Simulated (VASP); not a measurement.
Au: single point with PBEsol

The system is Au.

```
Au
1.0
     2.39205    0.00000    0.00000
     0.00000    2.39205    0.00000
     0.00000    0.00000    2.39205
Au
1
Direct
  0.00000 0.00000 0.00000
```

| Item | Value |
| --- | --- |
| Program | VASP 6.6.1 |
| Task | single point |
| Functional | PBEsol |
| Potentials or basis | VASP PAW PBE potentials, release 64 (Au) |
| Cutoff | 500 eV |
| k mesh | 18 × 18 × 18 |
| Occupations | fermi-dirac, width 0.08 eV |
| Spin | no spin polarisation |
| Dipole correction | no |
| Further INCAR settings | ALGO = Normal; EDIFF = 1e-06; NBANDS = 12 |

```yaml
Pressure: 125.7 GPa
```

Levels at points of the mesh, in eV from the Fermi level:
| k point | band 3 | band 4 | band 5 | band 6 | band 7 | band 8 | band 9 | band 10 |
| --- | --- | --- | --- | --- | --- | --- | --- | --- |
| (0.00, 0.00, 0.00) | -9.71 | -1.55 | -1.55 | -1.55 | 15.80 | 15.80 | 15.80 | 22.98 |
| (0.50, 0.00, 0.00) | -4.58 | -4.58 | -2.81 | -1.25 | 4.25 | 15.97 | 20.33 | 22.84 |
| (0.50, 0.50, 0.00) | -4.02 | -4.02 | 0.69 | 3.48 | 3.48 | 11.26 | 13.88 | 22.23 |
| (0.50, 0.50, 0.50) | -8.65 | 0.90 | 0.90 | 8.31 | 10.71 | 10.71 | 10.71 | 20.99 |

Run time: 9.4 s on 1 thread of Intel(R) Xeon(R) 6975P-C (Granite Rapids) (shared host), peak memory 0.14 GiB.

Caveat: the PAW data sets were made with another functional, which shifts forces and pressure a little; spin-orbit coupling is left out, which moves the levels of the heavy elements.
